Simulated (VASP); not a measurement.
HfO2: single point with PBE

HfO2:

```
Hf O
1.0
     0.00000   -2.54881   -2.54881
    -2.54881    0.00000   -2.54881
     2.54881    2.54881   -5.09761
Hf O
2 4
Direct
  0.01602 0.01602 0.00000
  0.48398 0.48398 0.50000
  0.12343 0.12343 0.62500
  0.62657 0.62657 0.12500
  0.37657 0.37657 0.87500
  0.87343 0.87343 0.37500
```

This cell differs from its parent crystal: atoms displaced along a vibrational mode.

- Program: VASP 6.6.1
- Task: single point
- Functional: PBE
- Potentials or basis: VASP PAW PBE potentials, release 64 (Hf_pv, O)
- Cutoff: 520 eV
- k mesh: 6 × 6 × 8
- Occupations: gaussian, width 0.05 eV
- Spin: no spin polarisation

The pressure is -2.8 GPa, the largest force is 0.453 eV/Å and the band gap on the k mesh is 3.81 eV.

Forces in eV/Å, atoms in the order of the input:
```
Hf   0.193  0.193  0.362
Hf  -0.193 -0.193 -0.362
O    0.053  0.053  0.002
O    0.059  0.059  0.035
O   -0.053 -0.053 -0.002
O   -0.059 -0.059 -0.035
```

Stress tensor (GPa, compression positive):
```
-2.69  0.34  0.50
 0.34 -2.69  0.50
 0.50  0.50 -2.91
```

Levels at points of the mesh, in eV from the valence-band top:
```csv
k point,band 18,band 19,band 20,band 21,band 22,band 23,band 24,band 25,band 26,band 27
"(0.00, 0.00, 0.00)",-1.82,-1.81,-0.65,-0.62,-0.58,3.93,3.94,4.64,4.70,5.72
"(0.50, 0.00, 0.00)",-1.69,-1.32,-1.21,-1.12,-1.06,4.37,4.54,5.10,5.12,6.91
"(0.50, 0.50, 0.00)",-1.88,-1.83,-1.45,-1.37,0.00,3.81,4.59,4.66,5.47,6.53
"(0.00, 0.00, 0.50)",-1.96,-1.53,-1.50,-1.24,-1.23,4.51,4.55,4.72,4.75,7.01
"(0.50, 0.00, 0.50)",-1.86,-1.82,-1.44,-1.34,0.00,3.82,4.59,4.63,5.47,6.51
"(0.50, 0.50, 0.50)",-1.46,-1.39,-1.35,-1.12,-1.06,4.32,4.70,5.04,5.06,6.85
```

It took 90 s on 1 thread of Intel(R) Xeon(R) 6975P-C (Granite Rapids) (shared host), peak memory 0.28 GiB.

Caveat: the cell differs from its parent crystal (atoms displaced along a vibrational mode); spin-orbit coupling is left out, which moves the levels of the heavy elements. A k mesh can miss the band edges.
